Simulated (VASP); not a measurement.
# AlCo (Pm-3m) in VASP: notebook

Runs on AlCo. Level: PBE. Tasks: single point.

Program: VASP 6.6.1. These are calculated values, not measurements. Logs are shortened: lines on timing, memory, paths and dates and some standing lists are left out, and cuts for length are marked.

## Step 1: The cell of the first run

Symmetry: Pm-3m, No. 221, cubic system. Conventional cell: a = 2.733 Å, b = 2.733 Å, c = 2.733 Å, α = 90.00°, β = 90.00°, γ = 90.00°. Al (site symmetry m-3m) has 8 Co at 2.37 Å and 6 Al at 2.73 Å within 3.1 Å. Within 3.1 Å of Co (site symmetry m-3m) lie 8 Al at 2.37 Å and 6 Co at 2.73 Å.

## Step 2: Single point, PBE (10.21 Å³/atom)

Input file INCAR:

```
ALGO     = Normal         # electronic algorithm
EDIFF    = 1E-7           # SCF threshold, eV
ENCUT    = 520            # plane-wave cutoff, eV
GGA      = PE             # functional
ISIF     = 2              # what is computed and relaxed
ISMEAR   = 0              # smearing method
LASPH    = T              # aspherical terms in the spheres
LCHARG   = F              # write CHGCAR
LREAL    = F              # projectors in reciprocal space
LWAVE    = F              # write WAVECAR
NBANDS   = 13             # bands
NELM     = 60             # most SCF steps
PREC     = Accurate       # precision mode
SIGMA    = 0.1            # smearing width, eV
```

Input file KPOINTS:

```
k-points
0
Gamma
  14 14 14
```

Input file POSCAR:

```
AlCo
1.0
    2.7329323612      0.0000000000      0.0000000000
    0.0000000000      2.7329323612      0.0000000000
    0.0000000000      0.0000000000      2.7329323612
Al Co
1 1
Direct
    0.0000000000      0.0000000000      0.0000000000
    0.5000000000      0.5000000000      0.5000000000
```

Potentials or basis: VASP PAW PBE potentials, release 64 (Al, Co).

Run with:

```
$ cat potpaw_PBE.64/Al/POTCAR potpaw_PBE.64/Co/POTCAR > POTCAR
$ mpirun -np 1 vasp_std > vasp.out
```

OUTCAR:

```text
EDIFF = 1E-7
   ENCUT = 520
   GGA = PE
   ISIF = 2
   ISMEAR = 0
   LASPH = T
   LREAL = F
   NELM = 60
   PREC = Accurate

 ion  position               nearest neighbor table
   1  0.000  0.000  0.000-   2 2.37   2 2.37   2 2.37   2 2.37   2 2.37   2 2.37   2 2.37   2 2.37

   2  0.500  0.500  0.500-   1 2.37   1 2.37   1 2.37   1 2.37   1 2.37   1 2.37   1 2.37   1 2.37

  LATTYP: Found a simple cubic cell.
 ALAT       =     2.7329323612

  Lattice vectors:

 A1 = (   2.7329323612,   0.0000000000,   0.0000000000)
 A2 = (   0.0000000000,   2.7329323612,   0.0000000000)
 A3 = (   0.0000000000,   0.0000000000,   2.7329323612)

Analysis of symmetry for initial positions (statically):
=====================================================================
 Subroutine PRICEL returns:
 Original cell was already a primitive cell.

 Routine SETGRP: Setting up the symmetry group for a
 simple cubic supercell.

 Subroutine GETGRP returns: Found 48 space group operations
 (whereof 48 operations were pure point group operations)
 out of a pool of 48 trial point group operations.

The static configuration has the point symmetry O_h .

Analysis of symmetry for dynamics (positions and initial velocities):
=====================================================================
 Subroutine PRICEL returns:
 Original cell was already a primitive cell.

 Routine SETGRP: Setting up the symmetry group for a
 simple cubic supercell.

 Subroutine GETGRP returns: Found 48 space group operations
 (whereof 48 operations were pure point group operations)
 out of a pool of 48 trial point group operations.

The dynamic configuration has the point symmetry O_h .

 Subroutine INISYM returns: Found 48 space group operations
 (whereof 48 operations are pure point group operations),
 and found     1 'primitive' translations

----------------------------------------------------------------------------------------

                                     Primitive cell

  volume of cell :      20.4121

  direct lattice vectors                    reciprocal lattice vectors
     2.732932361  0.000000000  0.000000000     0.365907336  0.000000000  0.000000000
     0.000000000  2.732932361  0.000000000     0.000000000  0.365907336  0.000000000
     0.000000000  0.000000000  2.732932361     0.000000000  0.000000000  0.365907336

  length of vectors
     2.732932361  2.732932361  2.732932361     0.365907336  0.365907336  0.365907336

  position of ions in fractional coordinates (direct lattice)
     0.000000000  0.000000000  0.000000000
[... 89 lines left out ...]
   NELECT =      12.0000    total number of electrons
   NUPDOWN=      -1.0000    fix difference up-down
   EMIN   =  10.00;   EMAX   =-10.00  energy-range for DOS
   EFERMI =   0.00;   METHOD = LEGACY
   ISMEAR =     0;   SIGMA  =   0.10  broadening in eV -4-tet -1-fermi 0-gaus
   EFERMI_NEDOS =   21; number of points for ismear=-14 and -15
   IALGO  =     38    algorithm
   IMIX   =      4    mixing-type and parameters
     AMIX     =   0.40;   BMIX     =  1.00
     AMIX_MAG =   1.60;   BMIX_MAG =  1.00
  volume/ion in A,a.u.               =      10.21        68.87
  Fermi-wavevector in a.u.,A,eV,Ry     =   1.371428  2.591623 25.590040  1.880815
  Thomas-Fermi vector in A             =   2.497126
   LORBIT       =      0    0 simple, 1 ext, 2 COOP (PROOUT), +10 PAW based schemes
   GGA     = PE    functional components
   LHFCALC =     F    Hartree Fock is set to
   AEXX    =    0.0000 exact exchange contribution
   IVDW    =     0    specifies the selected vdW correction
   LEPSILON=     F    determine dielectric tensor
   LRPA    =     F    only Hartree local field effects (RPA)
 non-spin polarized calculation
 Gauss-broadening in eV      SIGMA  =   0.10
  energy-cutoff  :      520.00
  volume of cell :       20.41
 maximum number of plane-waves:       564
   NGX = 11   NGY = 11   NGZ = 11

 number of electron      12.0000008 magnetization

 Free energy of the ion-electron system (eV)
  ---------------------------------------------------
  ext. energy  EPLUGINS =         0.00000000
  ---------------------------------------------------
  free energy    TOTEN  =       -11.75907483 eV

  energy without entropy =      -11.75614937  energy(sigma->0) =      -11.75761210

 E-fermi :  12.3948     XC(G=0): -12.8918

 val. band max:       12.3624817387   @ k =   0.5000   0.3571   0.0000
 cond. band min:      12.3980844041   @ k =   0.5000   0.3571   0.0714
 fundamental gap:      0.0356026654
 Fermi energy:        12.3947834496

 k-point     1 :       0.0000    0.0000    0.0000
  band No.  band energies     occupation
      1       0.4089      2.00000
      2       8.7874      2.00000
      3       8.7874      2.00000
      4      11.3608      2.00000
      5      11.3608      2.00000
      6      11.3608      2.00000
      7      19.0047      0.00000
      8      19.0047      0.00000
      9      19.0047      0.00000
     10      21.6339      0.00000
     11      21.6339      0.00000
     12      30.1151      0.00000
     13      35.5951      0.00000
[... 354 lines left out ...]
  band No.  band energies     occupation
      1       3.7674      2.00000
      2       7.8013      2.00000
      3       9.3734      2.00000
      4      10.1777      2.00000
      5      10.5779      2.00000
      6      11.0670      2.00000
      7      13.1890      0.00000
      8      17.4167      0.00000
      9      21.3541      0.00000
     10      23.1933      0.00000
     11      25.6705      0.00000
     12      28.2102      0.00000
     13      30.4884      0.00000

 [... further k-points ...]

------------------------ aborting loop because EDIFF is reached ----------------------------------------

  FORCE on cell =-STRESS in cart. coord.  units (eV):
  Direction    XX          YY          ZZ          XY          YZ          ZX
  --------------------------------------------------------------------------------------
  -------------------------------------------------------------------------------------
  Total        3.8203238      3.8203238      3.8203238     -0.0000000     -0.0000000      0.0000000
  in kB      299.8638448    299.8638448    299.8638448     -0.0000000     -0.0000000      0.0000000
  external PRESSURE =     299.8638448 kB  Pullay stress =       0.0000000 kB

 VOLUME and BASIS-vectors are now :
 -----------------------------------------------------------------------------
  energy-cutoff  :      520.00
  volume of cell :       20.41
      direct lattice vectors                 reciprocal lattice vectors
     2.732932361  0.000000000  0.000000000     0.365907336  0.000000000  0.000000000
     0.000000000  2.732932361  0.000000000     0.000000000  0.365907336  0.000000000
     0.000000000  0.000000000  2.732932361     0.000000000  0.000000000  0.365907336

 POSITION                                       TOTAL-FORCE (eV/Angst)
 -----------------------------------------------------------------------------------
      0.00000      0.00000      0.00000         0.000000      0.000000      0.000000
      1.36647      1.36647      1.36647         0.000000      0.000000      0.000000
 -----------------------------------------------------------------------------------
    total drift:                               -0.000000      0.000000     -0.000000

  FREE ENERGIE OF THE ION-ELECTRON SYSTEM (eV)
  ---------------------------------------------------
  free  energy   TOTEN  =       -11.7590748301 eV

  energy  without entropy=      -11.7561493718  energy(sigma->0) =      -11.75761210
```

OSZICAR:

```text
N       E                     dE             d eps       ncg     rms          rms(c)
DAV:   1     0.380331625596E+02    0.38033E+02   -0.53095E+03  3184   0.102E+03
DAV:   2    -0.117750562317E+02   -0.49808E+02   -0.45358E+02  3295   0.177E+02
DAV:   3    -0.134465348556E+02   -0.16715E+01   -0.16615E+01  3746   0.372E+01
DAV:   4    -0.134715821731E+02   -0.25047E-01   -0.25041E-01  3723   0.416E+00
DAV:   5    -0.134724128285E+02   -0.83066E-03   -0.83063E-03  3881   0.810E-01    0.136E+01
DAV:   6    -0.152205883997E+02   -0.17482E+01   -0.49764E+01  3655   0.944E+01    0.147E+01
DAV:   7    -0.118093697273E+02    0.34112E+01   -0.23149E+01  3670   0.598E+01    0.209E+00
DAV:   8    -0.117721867287E+02    0.37183E-01   -0.14349E-01  3698   0.308E+00    0.108E+00
DAV:   9    -0.117592643412E+02    0.12922E-01   -0.23766E-02  4390   0.190E+00    0.240E-01
DAV:  10    -0.117590911338E+02    0.17321E-03   -0.49209E-04  4083   0.238E-01    0.152E-01
DAV:  11    -0.117590745402E+02    0.16594E-04   -0.18358E-05  3884   0.308E-02    0.161E-02
DAV:  12    -0.117590745575E+02   -0.17276E-07   -0.60580E-06  4234   0.305E-02    0.536E-03
DAV:  13    -0.117590747513E+02   -0.19389E-06   -0.91184E-08  2640   0.271E-03    0.141E-03
DAV:  14    -0.117590748301E+02   -0.78771E-07   -0.92106E-09  2035   0.129E-03
   1 F= -.11759075E+02 E0= -.11757612E+02  d E =-.292546E-02
```

stdout:

```text
POSCAR found type information on POSCAR AlCo
 POSCAR found :  2 types and       2 ions
 scaLAPACK will be used
 LDA part: xc-table for (Slater+PW92), standard interpolation
 POSCAR, INCAR and KPOINTS ok, starting setup
 FFT: planning ... GRIDC
 FFT: planning ... GRID_SOFT
 FFT: planning ... GRID
 WAVECAR not read
 entering main loop
```

Run time: 60 s. Hardware: 1 thread of Intel Xeon 8259CL, shared host; peak memory 0.15 GiB.

Results:

```
Free energy            : -11.7591 eV
Pressure               : 30.0 GPa
Band gap on the k mesh : zero (bands 6 and 7 overlap by 2.67 eV)
```

Levels at points of the mesh, in eV from the Fermi level:
```csv
k point,band 2,band 3,band 4,band 5,band 6,band 7,band 8,band 9,band 10,band 11
"(0.00, 0.00, 0.00)",-3.61,-3.61,-1.03,-1.03,-1.03,6.61,6.61,6.61,9.24,9.24
"(0.50, 0.00, 0.00)",-7.25,-2.89,-2.06,-2.06,-0.90,0.23,8.51,11.31,11.31,13.05
"(0.50, 0.50, 0.00)",-3.62,-2.97,-2.97,-1.85,-1.85,-0.30,2.81,4.21,14.24,16.95
"(0.50, 0.50, 0.50)",-4.60,-4.60,-0.26,-0.26,2.36,2.36,2.36,5.32,6.02,6.02
```

Caveat: the cell stands under pressure; the run has no spin polarisation, though such a crystal can be magnetic.

## Step 3: Single point, PBE (10.55 Å³/atom)

This run uses another cell than the first one, of 10.55 Å³/atom.

Input file INCAR:

```
ALGO = Normal
EDIFF = 1E-7
ENCUT = 520
GGA = PE
ISIF = 2
ISMEAR = 0
LASPH = T
LCHARG = F
LREAL = F
LWAVE = F
NBANDS = 13
NELM = 60
PREC = Accurate
SIGMA = 0.1
```

KPOINTS is that of step 2.

Input file POSCAR:

```
AlCo
1.0
    2.7636420368      0.0000000000      0.0000000000
    0.0000000000      2.7636420368      0.0000000000
    0.0000000000      0.0000000000      2.7636420368
Al Co
1 1
Direct
    0.0000000000      0.0000000000      0.0000000000
    0.5000000000      0.5000000000      0.5000000000
```

Potentials or basis: VASP PAW PBE potentials, release 64 (Al, Co).

Run with:

```
$ cat potpaw_PBE.64/Al/POTCAR potpaw_PBE.64/Co/POTCAR > POTCAR
$ mpirun -np 1 vasp_std > vasp.out
```

Run time: 69 s. Hardware: 1 thread of Intel Xeon 8259CL, shared host; peak memory 0.16 GiB.

The run converged. Its results:

```yaml
Free_energy: -11.8683 eV
Pressure: 20.6 GPa
Band_gap_on_the_k_mesh: zero (bands 6 and 7 overlap by 2.65 eV)
```

Levels at points of the mesh, in eV from the Fermi level:
| k point | band 3 | band 4 | band 5 | band 6 | band 7 | band 8 | band 9 | band 10 |
| --- | --- | --- | --- | --- | --- | --- | --- | --- |
| (0.00, 0.00, 0.00) | -3.43 | -0.98 | -0.98 | -0.98 | 6.43 | 6.43 | 6.43 | 9.10 |
| (0.50, 0.00, 0.00) | -2.75 | -1.97 | -1.97 | -0.85 | 0.21 | 8.48 | 11.12 | 11.12 |
| (0.50, 0.50, 0.00) | -2.90 | -2.90 | -1.75 | -1.75 | -0.29 | 2.69 | 3.99 | 13.83 |
| (0.50, 0.50, 0.50) | -4.42 | -0.25 | -0.25 | 2.36 | 2.36 | 2.36 | 4.98 | 5.82 |

Caveat: the cell stands under pressure; the run has no spin polarisation, though such a crystal can be magnetic. Spin polarisation is off, so any magnetic state and its effect on volume and gap are missing.

## Step 4: Single point, PBE (10.90 Å³/atom)

This run uses another cell than the first one, of 10.90 Å³/atom.

Input file INCAR:

```
  ALGO = Normal
  EDIFF = 1E-7
  ENCUT = 520
  GGA = PE
  ISIF = 2
  ISMEAR = 0
  LASPH = T
  LCHARG = F
  LREAL = F
  LWAVE = F
  NBANDS = 13
  NELM = 100
  PREC = Accurate
  SIGMA = 0.1
```

KPOINTS is that of step 3.

Input file POSCAR:

```
AlCo
1.0
    2.7936839778      0.0000000000      0.0000000000
    0.0000000000      2.7936839778      0.0000000000
    0.0000000000      0.0000000000      2.7936839778
Al Co
1 1
Direct
    0.0000000000      0.0000000000      0.0000000000
    0.5000000000      0.5000000000      0.5000000000
```

Potentials or basis: VASP PAW PBE potentials, release 64 (Al, Co).

Run with:

```
$ cat potpaw_PBE.64/Al/POTCAR potpaw_PBE.64/Co/POTCAR > POTCAR
$ mpirun -np 1 vasp_std > vasp.out
```

OUTCAR:

```text
EDIFF = 1E-7
   ENCUT = 520
   GGA = PE
   ISIF = 2
   ISMEAR = 0
   LASPH = T
   LREAL = F
   NELM = 100
   PREC = Accurate

 ion  position               nearest neighbor table
   1  0.000  0.000  0.000-   2 2.42   2 2.42   2 2.42   2 2.42   2 2.42   2 2.42   2 2.42   2 2.42

   2  0.500  0.500  0.500-   1 2.42   1 2.42   1 2.42   1 2.42   1 2.42   1 2.42   1 2.42   1 2.42

  LATTYP: Found a simple cubic cell.
 ALAT       =     2.7936839778

  Lattice vectors:

 A1 = (   2.7936839778,   0.0000000000,   0.0000000000)
 A2 = (   0.0000000000,   2.7936839778,   0.0000000000)
 A3 = (   0.0000000000,   0.0000000000,   2.7936839778)

Analysis of symmetry for initial positions (statically):
=====================================================================
 Subroutine PRICEL returns:
 Original cell was already a primitive cell.

 Routine SETGRP: Setting up the symmetry group for a
 simple cubic supercell.

 Subroutine GETGRP returns: Found 48 space group operations
 (whereof 48 operations were pure point group operations)
 out of a pool of 48 trial point group operations.

The static configuration has the point symmetry O_h .

[... 174 lines left out ...]
      5      10.4849      2.00000
      6      10.4849      2.00000
      7      17.6767      0.00000
      8      17.6767      0.00000
      9      17.6767      0.00000
     10      20.3848      0.00000
     11      20.3848      0.00000
     12      27.7527      0.00000
     13      33.7725      0.00000
[... 354 lines left out ...]
  band No.  band energies     occupation
      1       3.1327      2.00000
      2       7.1102      2.00000
      3       8.6689      2.00000
      4       9.4016      2.00000
      5       9.7697      2.00000
      6      10.2205      2.00000
      7      12.1342      0.00000
      8      16.1382      0.00000
      9      20.0817      0.00000
     10      21.6836      0.00000
     11      24.0778      0.00000
     12      26.5396      0.00000
     13      28.8296      0.00000

 [... further k-points ...]

------------------------ aborting loop because EDIFF is reached ----------------------------------------

  FORCE on cell =-STRESS in cart. coord.  units (eV):
  Direction    XX          YY          ZZ          XY          YZ          ZX
  --------------------------------------------------------------------------------------
  -------------------------------------------------------------------------------------
  Total        1.7098445      1.7098445      1.7098445      0.0000000      0.0000000     -0.0000000
  in kB      125.6421497    125.6421497    125.6421497      0.0000000      0.0000000     -0.0000000
  external PRESSURE =     125.6421497 kB  Pullay stress =       0.0000000 kB

 VOLUME and BASIS-vectors are now :
 -----------------------------------------------------------------------------
  energy-cutoff  :      520.00
  volume of cell :       21.80
      direct lattice vectors                 reciprocal lattice vectors
     2.793683978  0.000000000  0.000000000     0.357950294  0.000000000  0.000000000
     0.000000000  2.793683978  0.000000000     0.000000000  0.357950294  0.000000000
     0.000000000  0.000000000  2.793683978     0.000000000  0.000000000  0.357950294

 POSITION                                       TOTAL-FORCE (eV/Angst)
 -----------------------------------------------------------------------------------
      0.00000      0.00000      0.00000         0.000000      0.000000      0.000000
      1.39684      1.39684      1.39684         0.000000      0.000000      0.000000
 -----------------------------------------------------------------------------------
    total drift:                                0.000000     -0.000000     -0.000000

  FREE ENERGIE OF THE ION-ELECTRON SYSTEM (eV)
  ---------------------------------------------------
  free  energy   TOTEN  =       -11.9397918493 eV

  energy  without entropy=      -11.9365847790  energy(sigma->0) =      -11.93818831
```

Wall time 75 s (1 thread of Intel Xeon 8259CL, shared host); peak memory 0.17 GiB.

Results:

| Quantity | Value |
| --- | --- |
| Free energy | -11.9398 eV |
| Pressure | 12.6 GPa |
| Band gap on the k mesh | zero (bands 6 and 7 overlap by 2.64 eV) |

Levels at points of the mesh, in eV from the Fermi level:
| k point | band 2 | band 3 | band 4 | band 5 | band 6 | band 7 | band 8 | band 9 | band 10 | band 11 |
| --- | --- | --- | --- | --- | --- | --- | --- | --- | --- | --- |
| (0.00, 0.00, 0.00) | -3.26 | -3.26 | -0.94 | -0.94 | -0.94 | 6.25 | 6.25 | 6.25 | 8.96 | 8.96 |
| (0.50, 0.00, 0.00) | -6.96 | -2.61 | -1.88 | -1.88 | -0.81 | 0.19 | 8.45 | 10.93 | 10.93 | 12.28 |
| (0.50, 0.50, 0.00) | -3.32 | -2.83 | -2.83 | -1.67 | -1.67 | -0.28 | 2.59 | 3.79 | 13.44 | 16.35 |
| (0.50, 0.50, 0.50) | -4.25 | -4.25 | -0.24 | -0.24 | 2.37 | 2.37 | 2.37 | 4.66 | 5.63 | 5.63 |

Caveat: the cell stands under pressure; the run has no spin polarisation, though such a crystal can be magnetic. Spin polarisation is off, so any magnetic state and its effect on volume and gap are missing.

## Step 5: Summary

```csv
cell,gap on the mesh (eV),pressure (GPa)
"a = 2.733 Å, 2 atoms",none,30.0
"a = 2.764 Å, 2 atoms",none,20.6
"a = 2.794 Å, 2 atoms",none,12.6
```

Alike in all rows: task single point; level PBE; potentials or basis VASP PAW PBE potentials, release 64 (Al, Co); no spin polarisation; k mesh 14 × 14 × 14; cutoff (eV) 520; smearing gaussian 0.1 eV.

Caveats: the cell stands under pressure; the run has no spin polarisation, though such a crystal can be magnetic.

Total energies depend on the potentials used, so only differences within one code and one set of settings carry meaning.
